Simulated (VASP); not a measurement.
# Te2Mo (Pm) in VASP: notebook, part 2 of 2

VASP 6.6.1.

### 4 Single point, revPBE+D3(BJ)

This run uses another cell than the first one, of 23.37 Å³/atom.

Contents of INCAR:

```
PREC = Accurate ; ENCUT = 520
EDIFF = 1E-6 ; ISMEAR = -1
SIGMA = 0.05 ; LREAL = F
LASPH = T ; NELM = 80
ALGO = Normal ; ISIF = 2
LWAVE = F ; LCHARG = T
GGA = RE ; IVDW = 12
LELF = T ; LVHAR = T
NBANDS = 64
```

Contents of KPOINTS:

```
Automatic mesh
0
Gamma
  4 8 2
```

Contents of POSCAR:

```
Te2Mo
1.0
    6.2998254896      0.0000000000     -0.1089107875
    0.0000000000      3.4476793495      0.0000000000
   -0.7999370591      0.0000000000     12.9254813041
Te Mo
8 4
Direct
    0.0508519138      0.5000000000      0.3902549851
    0.9490313748      0.0000000000      0.6097353634
    0.5559429799      0.0000000000      0.3411967111
    0.4439440470      0.5000000000      0.6588025893
    0.0977349545      0.0000000000      0.1595489743
    0.9023692160      0.5000000000      0.8404504494
    0.5900694319      0.5000000000      0.1091787612
    0.4100499624      0.0000000000      0.8908281659
    0.3191496329      0.0000000000      0.5060373710
    0.6807291847      0.5000000000      0.4939622229
    0.1833344240      0.5000000000      0.0081986331
    0.8167918680      0.0000000000      0.9918047632
```

Potentials or basis: VASP PAW PBE potentials, release 64 (Te, Mo_sv).

The run is started by

```bash
cat potpaw_PBE.64/Te/POTCAR potpaw_PBE.64/Mo_sv/POTCAR > POTCAR
mpirun -np 1 vasp_std > vasp.out
```

OUTCAR:

```text
PREC = Accurate
   ENCUT = 520
   EDIFF = 1E-6
   ISMEAR = -1
   LREAL = F
   LASPH = T
   NELM = 80
   ISIF = 2
   GGA = RE
   IVDW = 12
 IVDW          = 12

 ion  position               nearest neighbor table
   1  0.051  0.500  0.390-   9 2.77   9 2.77  10 2.78   2 3.43   2 3.43   5 3.48   5 3.48   3 3.58
                             3 3.58
   2  0.949  0.000  0.610-  10 2.77  10 2.77   9 2.78   1 3.43   1 3.43   6 3.48   6 3.48   4 3.58
                             4 3.58
   3  0.556  0.000  0.341-  10 2.69  10 2.69   9 2.70   7 3.49   7 3.49   1 3.58   1 3.58   5 3.58
[... 15 lines left out ...]
  11  0.183  0.500  0.008-   6 2.69   5 2.70   5 2.70   8 2.77   8 2.77   7 2.78  12 2.88  12 2.88

  12  0.817  0.000  0.992-   5 2.69   6 2.70   6 2.70   7 2.77   7 2.77   8 2.78  11 2.88  11 2.88

  LATTYP: Found a simple monoclinic cell.
 ALAT       =     6.3007668390
 B/A-ratio  =     0.5471840869
 C/A-ratio  =     2.0553388787
 COS(beta)  =    -0.0790132807

  Lattice vectors:

[... 211 lines left out ...]
      5     -25.9159      2.00000
      6     -25.8894      2.00000
[... 1597 lines left out ...]
     63      11.6499      0.00000
     64      11.9966      0.00000

 [... further k-points ...]

------------------------ aborting loop because EDIFF is reached ----------------------------------------

 Edisp (eV)  -12.95896

 E8    (eV) :    -9.2927

  FORCE on cell =-STRESS in cart. coord.  units (eV):
  Direction    XX          YY          ZZ          XY          YZ          ZX
  --------------------------------------------------------------------------------------
  -------------------------------------------------------------------------------------
  Total      -0.04134    -0.14538    -0.14711     0.00000     0.00000     0.00309
  in kB      -0.23619    -0.83058    -0.84048     0.00000     0.00000     0.01767
  external pressure =       -0.64 kB  Pullay stress =        0.00 kB

 VOLUME and BASIS-vectors are now :
 -----------------------------------------------------------------------------
  energy-cutoff  :      520.00
  volume of cell :      280.44
      direct lattice vectors                 reciprocal lattice vectors
     6.299825490  0.000000000 -0.108910787     0.158904571  0.000000000  0.009834346
     0.000000000  3.447679349  0.000000000     0.000000000  0.290050175  0.000000000
    -0.799937059  0.000000000 12.925481304     0.001338938  0.000000000  0.077449423

 POSITION                                       TOTAL-FORCE (eV/Angst)
 -----------------------------------------------------------------------------------
      0.00818      1.72384      5.03870         0.001614      0.000000     -0.008541
      5.49098      0.00000      7.77776        -0.001844      0.000000      0.008784
      3.22941      0.00000      4.34958         0.000210      0.000000     -0.005621
      2.26977      1.72384      8.46699         0.000135      0.000000      0.006045
      0.48808      0.00000      2.05160        -0.001990      0.000000      0.009204
      5.01246      1.72384     10.76495         0.002080      0.000000     -0.008753
      3.63000      1.72384      1.34692        -0.000527      0.000000      0.008125
      1.87064      0.00000     11.46972         0.000992      0.000000     -0.008271
      1.60579      0.00000      6.50602        -0.010864      0.000000     -0.004077
      3.89334      1.72384      6.31056         0.011097      0.000000      0.003537
      1.14842      1.72384      0.08600         0.012257      0.000000     -0.002162
      4.35226      0.00000     12.73060        -0.013159      0.000000      0.001730
 -----------------------------------------------------------------------------------
    total drift:                               -0.000011     -0.000000      0.000039

  FREE ENERGIE OF THE ION-ELECTRON SYSTEM (eV)
  ---------------------------------------------------
  free  energy   TOTEN  =       -79.5930195498 eV

  energy  without entropy=      -79.5575917490  energy(sigma->0) =      -79.57530565
```

It took 19 min on 1 thread of Intel Xeon 8259CL, shared host; peak memory 0.61 GiB.

Results:

* Free energy: -79.5930 eV
* Pressure: -0.1 GPa
* Largest force: 0.013 eV/Å
* Band gap on the k mesh: zero (bands 52 and 53 overlap by 0.54 eV)
* Dispersion energy per atom: -1.080 eV

Forces in eV/Å, atoms in the order of the input:
```
Te   0.002  0.000 -0.009
Te  -0.002  0.000  0.009
Te   0.000  0.000 -0.006
Te   0.000  0.000  0.006
Te  -0.002  0.000  0.009
Te   0.002  0.000 -0.009
Te  -0.001  0.000  0.008
Te   0.001  0.000 -0.008
Mo  -0.011  0.000 -0.004
Mo   0.011  0.000  0.004
Mo   0.012  0.000 -0.002
Mo  -0.013  0.000  0.002
```

Levels at points of the mesh, in eV from the Fermi level:
| k point | band 50 | band 51 | band 52 | band 53 | band 54 | band 55 |
| --- | --- | --- | --- | --- | --- | --- |
| (0.00, 0.00, 0.00) | -0.31 | 0.11 | 0.36 | 0.56 | 0.69 | 0.71 |
| (0.50, 0.00, 0.00) | -0.98 | -0.45 | -0.41 | -0.15 | -0.13 | 0.73 |
| (0.00, 0.50, 0.00) | -1.68 | -1.41 | -1.41 | 0.86 | 0.86 | 1.14 |
| (0.50, 0.50, 0.00) | -1.24 | -1.12 | -1.12 | 0.91 | 0.91 | 1.06 |
| (0.00, 0.00, 0.50) | -0.16 | 0.17 | 0.38 | 0.40 | 0.50 | 0.78 |
| (0.50, 0.00, 0.50) | -0.99 | -0.65 | -0.23 | -0.05 | 0.02 | 0.62 |
| (0.00, 0.50, 0.50) | -1.68 | -1.49 | -1.49 | 0.78 | 0.78 | 1.15 |
| (0.50, 0.50, 0.50) | -1.23 | -1.11 | -1.11 | 0.95 | 0.95 | 0.98 |

Caveat: the PAW data sets were made with another functional, which shifts forces and pressure a little; spin-orbit coupling is left out, which moves the levels of the heavy elements.

### 5 Single point, RPBE

This run uses another cell than the first one, of 34.94 Å³/atom.

Contents of INCAR:

```
PREC = Accurate
ENCUT = 520
EDIFF = 1E-7
ISMEAR = -1
SIGMA = 0.05
LREAL = F
LASPH = T
NELM = 60
ALGO = Normal
ISIF = 2
LWAVE = F
LCHARG = F
GGA = RP
NBANDS = 64
```

Contents of KPOINTS:

```
regular mesh
0
Gamma
  3 6 2
```

Contents of POSCAR:

```
Te2Mo
1.0
    6.4181561107      0.0000000000      0.0219830085
    0.0000000000      3.4985273107      0.0000000000
   -0.5037694995      0.0000000000     18.6723237433
Te Mo
8 4
Direct
    0.0643520793      0.5000000000      0.4205088891
    0.9351958699      0.0000000000      0.5795362588
    0.5727406301      0.0000000000      0.3891593369
    0.4268068156      0.5000000000      0.6108858972
    0.0883956013      0.0000000000      0.1108391883
    0.9120562465      0.5000000000      0.8891152597
    0.5757019975      0.5000000000      0.0794914287
    0.4247501926      0.0000000000      0.9204630213
    0.3193110287      0.0000000000      0.5049393746
    0.6802364834      0.5000000000      0.4951059723
    0.1813680728      0.5000000000      0.0048915883
    0.8190839722      0.0000000000      0.9950627747
```

The run is started by

```bash
cat potpaw_PBE.64/Te/POTCAR potpaw_PBE.64/Mo_sv/POTCAR > POTCAR
mpirun -np 1 vasp_std > vasp.out
```

Run time: 8.7 min. Hardware: 1 thread of AMD EPYC 7R13 (Zen 3), shared host; peak memory 0.61 GiB.

It converged, with:

| Property | Result |
| --- | --- |
| Free energy | -67.1663 eV |
| Pressure | 0.0 GPa |
| Largest force | 0.008 eV/Å |
| Band gap on the k mesh | zero (bands 52 and 53 overlap by 0.22 eV) |

Forces in eV/Å, atoms in the order of the input:
```
Te   0.001  0.000 -0.007
Te  -0.001  0.000  0.007
Te   0.001  0.000  0.001
Te  -0.001  0.000 -0.001
Te   0.001  0.000  0.000
Te  -0.001  0.000  0.000
Te   0.000  0.000  0.008
Te   0.000  0.000 -0.008
Mo  -0.006  0.000  0.003
Mo   0.006  0.000 -0.003
Mo   0.006  0.000  0.003
Mo  -0.006  0.000 -0.003
```

Stress tensor (GPa, compression positive):
```
-0.03  0.00  0.00
 0.00 -0.06  0.00
 0.00  0.00  0.04
```

Levels at points of the mesh, in eV from the Fermi level:
```tsv
k point	band 48	band 49	band 50	band 51	band 52	band 53	band 54	band 55	band 56	band 57
(0.00, 0.00, 0.00)	-0.57	-0.32	-0.29	0.21	0.21	0.64	0.66	1.06	1.06	1.62
(0.00, 0.50, 0.00)	-1.56	-1.38	-1.38	-1.37	-1.37	1.16	1.16	1.16	1.16	1.42
(0.00, 0.00, 0.50)	-0.57	-0.30	-0.30	0.21	0.21	0.65	0.65	1.06	1.06	1.65
(0.00, 0.50, 0.50)	-1.56	-1.38	-1.38	-1.37	-1.37	1.16	1.16	1.16	1.16	1.42
```

Caveat: the PAW data sets were made with another functional, which shifts forces and pressure a little; spin-orbit coupling is left out, which moves the levels of the heavy elements; this functional lacks dispersion, which binds the layers, so the pressure and a relaxed spacing across them are unreliable.

### 6 Overview

```csv
level,cell,k mesh,gap on the mesh (eV),pressure (GPa),largest force (eV/Å)
revPBE,"a = 6.346, b = 3.494, c = 14.866 Å, angles 90.0, 92.1, 90.0°, 12 atoms, atomic positions A",4 × 8 × 2,none,2.0,0.29
RPBE,"a = 6.428, b = 3.499, c = 18.664 Å, angles 90.0, 91.4, 90.0°, 12 atoms, atomic positions B",4 × 8 × 2,none,0.0,0.01
revPBE+D3(BJ),"a = 6.301, b = 3.448, c = 12.950 Å, angles 90.0, 94.5, 90.0°, 12 atoms, atomic positions C",4 × 8 × 2,none,-0.1,0.01
RPBE,"a = 6.418, b = 3.499, c = 18.679 Å, angles 90.0, 91.3, 90.0°, 12 atoms, atomic positions B",3 × 6 × 2,none,0.0,0.01
```

Alike in all rows: task single point; potentials or basis VASP PAW PBE potentials, release 64 (Te, Mo_sv); no spin polarisation; cutoff (eV) 520; smearing fermi-dirac 0.05 eV.

Caveats: the PAW data sets were made with another functional, which shifts forces and pressure a little; spin-orbit coupling is left out, which moves the levels of the heavy elements; this functional lacks dispersion, which binds the layers, so the pressure and a relaxed spacing across them are unreliable (at least some runs).

Total energies depend on the potentials used, so only differences within one code and one set of settings carry meaning.
